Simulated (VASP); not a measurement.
Set up this calculation in VASP 6.6.1, as the native input.

* Task: single point
* Functional: PBEsol
* Potentials or basis: VASP PAW PBE potentials, release 64 (Mg, B)
* Cutoff: 520 eV
* k mesh: 18 × 18 × 12
* Occupations: gaussian, width 0.1 eV
* Spin: no spin polarisation
* Dipole correction: no
* Further INCAR settings: ALGO = Normal; EDIFF = 1e-06; NBANDS = 11

The structure of MgB2 lies in POSCAR:

```
MgB2
1.0
    2.9886955104      0.0000000000      0.0000000000
   -1.4943477552      2.5882862362      0.0000000000
    0.0000000000      0.0000000000      3.3443755716
Mg B
1 2
Direct
    0.0000000000      0.0000000000      0.0000000000
    0.3333333333      0.6666666667      0.5000000000
    0.6666666667      0.3333333333      0.5000000000
```

This cell differs from its parent crystal: volume scaled by 0.91, then relaxed in part.

These files were run (other wordings do the same):

INCAR

```
SYSTEM = MgB2
ALGO     = Normal         ! electronic algorithm
EDIFF    = 1E-6           ! SCF threshold, eV
ENCUT    = 520            ! plane-wave cutoff, eV
GGA      = PS             ! functional
ISIF     = 2              ! what is computed and relaxed
ISMEAR   = 0              ! smearing method
LASPH    = .TRUE.         ! aspherical terms in the spheres
LCHARG   = .FALSE.        ! write CHGCAR
LREAL    = .FALSE.        ! projectors in reciprocal space
LWAVE    = .FALSE.        ! write WAVECAR
NBANDS   = 11             ! bands
NELM     = 80             ! most SCF steps
PREC     = Accurate       ! precision mode
SIGMA    = 0.1            ! smearing width, eV
```

KPOINTS

```
k-points
0
G
  18 18 12
  0 0 0
```

Potentials or basis: VASP PAW PBE potentials, release 64 (Mg, B).

Run with:

```bash
$ cat potpaw_PBE.64/Mg/POTCAR potpaw_PBE.64/B/POTCAR > POTCAR
$ mpirun -np 1 vasp_std > vasp.out
```

It gave:

```json
{
  "Pressure": "16.6 GPa",
  "Band gap on the k mesh": "zero (band 4 reaches 8.06 eV, above the bottom of band 5 at 3.78 eV)"
}
```

Caveat: the PAW data sets were made with another functional, which shifts forces and pressure a little.

It took 21 s on 1 thread of Intel(R) Xeon(R) 6975P-C (Granite Rapids), on a shared host, peak memory 0.21 GiB.
